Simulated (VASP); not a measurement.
# Sn2Ir (Fm-3m) in VASP: notebook, part 2 of 2

VASP 6.6.1.

## 3. Relaxation of the atoms, LDA

This run uses another cell than the first one, of 21.51 Å³/atom.

INCAR

```
PREC = Accurate ; ENCUT = 520
EDIFF = 1E-7 ; ISMEAR = -1
SIGMA = 0.05 ; LREAL = False
LASPH = True ; NELM = 60
ALGO = Normal ; ISIF = 2
LWAVE = False ; LCHARG = False
GGA = CA ; IBRION = 2
NSW = 50 ; EDIFFG = -0.01
LUSENCCL = False
```

KPOINTS

```
regular mesh
0
Gamma
  10 10 10
```

POSCAR

```
Sn2Ir
1.0
    0.0000000000      3.1835248659      3.1835248659
    3.1835248659      0.0000000000      3.1835248659
    3.1835248659      3.1835248659      0.0000000000
Sn Ir
2 1
Direct
    0.7500000000      0.7500000000      0.7500000000
    0.2500000000      0.2500000000      0.2500000000
    0.0000000000      0.0000000000      0.0000000000
```

Potentials or basis: VASP PAW LDA potentials, release 64 (Sn_d, Ir).

Started as:

```console
> cat potpaw_LDA.64/Sn_d/POTCAR potpaw_LDA.64/Ir/POTCAR > POTCAR
> mpirun -np 1 vasp_std > vasp.out
```

OUTCAR:

```text
PREC = Accurate
   ENCUT = 520
   EDIFF = 1E-7
   ISMEAR = -1
   LREAL = False
   LASPH = True
   NELM = 60
   ISIF = 2
   GGA = CA
   IBRION = 2
   NSW = 50
   EDIFFG = -0.01

 ion  position               nearest neighbor table
   1  0.750  0.750  0.750-   3 2.76   3 2.76   3 2.76   3 2.76   2 3.18   2 3.18   2 3.18   2 3.18
                             2 3.18   2 3.18
   2  0.250  0.250  0.250-   3 2.76   3 2.76   3 2.76   3 2.76   1 3.18   1 3.18   1 3.18   1 3.18
                             1 3.18   1 3.18
   3  0.000  0.000  0.000-   1 2.76   1 2.76   1 2.76   2 2.76   2 2.76   2 2.76   2 2.76   1 2.76

  LATTYP: Found a face centered cubic cell.
 ALAT       =     6.3670497318

  Lattice vectors:

 A1 = (   0.0000000000,   3.1835248659,   3.1835248659)
 A2 = (   3.1835248659,   0.0000000000,   3.1835248659)
 A3 = (   3.1835248659,   3.1835248659,   0.0000000000)

Analysis of symmetry for initial positions (statically):
=====================================================================
 Subroutine PRICEL returns:
 Original cell was already a primitive cell.

 Routine SETGRP: Setting up the symmetry group for a
 face centered cubic supercell.

[... 171 lines left out ...]
 val. band max:        8.5846788651   @ k =   0.5000   0.0000   0.0000
 cond. band min:       8.6197701792   @ k =   0.3000   0.2000   0.0000
 fundamental gap:      0.0350913142
 Fermi energy:         8.6094926160

 k-point     1 :       0.0000    0.0000    0.0000
  band No.  band energies     occupation
      1     -12.8113      2.00000
      2     -12.8113      2.00000
      3     -12.6975      2.00000
      4     -12.6975      2.00000
      5     -12.6975      2.00000
      6     -12.5407      2.00000
[... 589 lines left out ...]
     21      12.1416      0.00000
     22      14.6684      0.00000

 [... further k-points ...]

------------------------ aborting loop because EDIFF is reached ----------------------------------------

  FORCE on cell =-STRESS in cart. coord.  units (eV):
  Direction    XX          YY          ZZ          XY          YZ          ZX
  --------------------------------------------------------------------------------------
  -------------------------------------------------------------------------------------
  Total       -1.4055073     -1.4055073     -1.4055073     -0.0000000     -0.0000000      0.0000000
  in kB      -34.8970686    -34.8970686    -34.8970686     -0.0000000     -0.0000000      0.0000000
  external PRESSURE =     -34.8970686 kB  Pullay stress =       0.0000000 kB

 VOLUME and BASIS-vectors are now :
 -----------------------------------------------------------------------------
  energy-cutoff  :      520.00
  volume of cell :       64.53
      direct lattice vectors                 reciprocal lattice vectors
     0.000000000  3.183524866  3.183524866    -0.157058613  0.157058613  0.157058613
     3.183524866  0.000000000  3.183524866     0.157058613 -0.157058613  0.157058613
     3.183524866  3.183524866  0.000000000     0.157058613  0.157058613 -0.157058613

 POSITION                                       TOTAL-FORCE (eV/Angst)
 -----------------------------------------------------------------------------------
      4.77529      4.77529      4.77529         0.000000     -0.000000      0.000000
      1.59176      1.59176      1.59176        -0.000000      0.000000      0.000000
      0.00000      0.00000      0.00000        -0.000000     -0.000000     -0.000000
 -----------------------------------------------------------------------------------
    total drift:                                0.000000      0.000000      0.000000

  FREE ENERGIE OF THE ION-ELECTRON SYSTEM (eV)
  ---------------------------------------------------
  free  energy   TOTEN  =       -20.2399629182 eV

  energy  without entropy=      -20.2283352294  energy(sigma->0) =      -20.23414907

 reached required accuracy - stopping structural energy minimisation
```

OSZICAR:

```text
N       E                     dE             d eps       ncg     rms          rms(c)
DAV:   1     0.354180183492E+03    0.35418E+03   -0.18647E+04  2068   0.255E+03
DAV:   2     0.206073772752E+02   -0.33357E+03   -0.32801E+03  2068   0.588E+02
DAV:   3    -0.193401552209E+02   -0.39948E+02   -0.39384E+02  2436   0.193E+02
DAV:   4    -0.206363057929E+02   -0.12962E+01   -0.12907E+01  2410   0.392E+01
DAV:   5    -0.206740658240E+02   -0.37760E-01   -0.37755E-01  2966   0.627E+00    0.886E+00
DAV:   6    -0.203709633516E+02    0.30310E+00   -0.38406E-01  2546   0.726E+00    0.380E+00
DAV:   7    -0.202585529003E+02    0.11241E+00   -0.17082E-01  2678   0.414E+00    0.173E+00
DAV:   8    -0.202406652162E+02    0.17888E-01   -0.74940E-02  2420   0.273E+00    0.338E-01
DAV:   9    -0.202400007340E+02    0.66448E-03   -0.54166E-03  2604   0.103E+00    0.856E-02
DAV:  10    -0.202399553997E+02    0.45334E-04   -0.45063E-04  2656   0.285E-01    0.482E-02
DAV:  11    -0.202399623057E+02   -0.69060E-05   -0.46850E-05  2914   0.786E-02    0.799E-03
DAV:  12    -0.202399629458E+02   -0.64007E-06   -0.33049E-06  2758   0.158E-02    0.427E-03
DAV:  13    -0.202399629182E+02    0.27544E-07   -0.11200E-07  1764   0.253E-03
   1 F= -.20239963E+02 E0= -.20234149E+02  d E =-.202400E+02
```

CONTCAR:

```text
Sn2Ir
    1.000000000000000
     0.0000000000000000    3.1835248658999999    3.1835248658999999
     3.1835248658999999    0.0000000000000000    3.1835248658999999
     3.1835248658999999    3.1835248658999999    0.0000000000000000
  Sn              Ir
     2     1
Direct
     0.7500000000000000    0.7500000000000000    0.7500000000000000
     0.2500000000000000    0.2500000000000000    0.2500000000000000
     0.0000000000000000    0.0000000000000000    0.0000000000000000

  0.00000000E+00  0.00000000E+00  0.00000000E+00
  0.00000000E+00  0.00000000E+00  0.00000000E+00
  0.00000000E+00  0.00000000E+00  0.00000000E+00
```

Run time: 95 s. Hardware: 1 × NVIDIA H100 80GB with 1 thread of Intel Xeon Platinum 8481C at 2.70GHz (Sapphire Rapids), shared host; peak memory 1.2 GiB.

What came out:

- Free energy: -20.2400 eV
- Pressure after relaxing: -3.5 GPa
- Band gap on the k mesh: zero (an odd number of electrons rules out a gap without spin polarisation)

Final structure:
```cif
data_structure
_symmetry_space_group_name_H-M 'P 1'
_symmetry_Int_Tables_number 1
_cell_length_a 4.5022
_cell_length_b 4.5022
_cell_length_c 4.5022
_cell_angle_alpha 60.000
_cell_angle_beta 60.000
_cell_angle_gamma 60.000
_cell_volume 64.53
loop_
_atom_site_label
_atom_site_type_symbol
_atom_site_fract_x
_atom_site_fract_y
_atom_site_fract_z
_atom_site_occupancy
Sn1 Sn 0.75000 0.75000 0.75000 1
Sn2 Sn 0.25000 0.25000 0.25000 1
Ir1 Ir 0.00000 0.00000 0.00000 1
```

Levels at points of the mesh, in eV from the Fermi level:
```
           k point  band 16  band 17  band 18  band 19  band 20  band 21  band 22
(0.00, 0.00, 0.00)    -2.08    -2.08     3.57     3.57     3.57     3.86     3.86
(0.50, 0.00, 0.00)    -2.01    -2.01    -0.02    -0.02     1.25     2.46     4.11
(0.50, 0.50, 0.00)    -2.45    -2.45    -2.12    -1.92     1.20     3.34     8.01
```

Caveat: the relaxation stopped at its first step, so nothing moved; spin-orbit coupling is left out, which moves the levels of the heavy elements.

The gap in the log of VASP goes by the Fermi energy; the results here count the filled bands.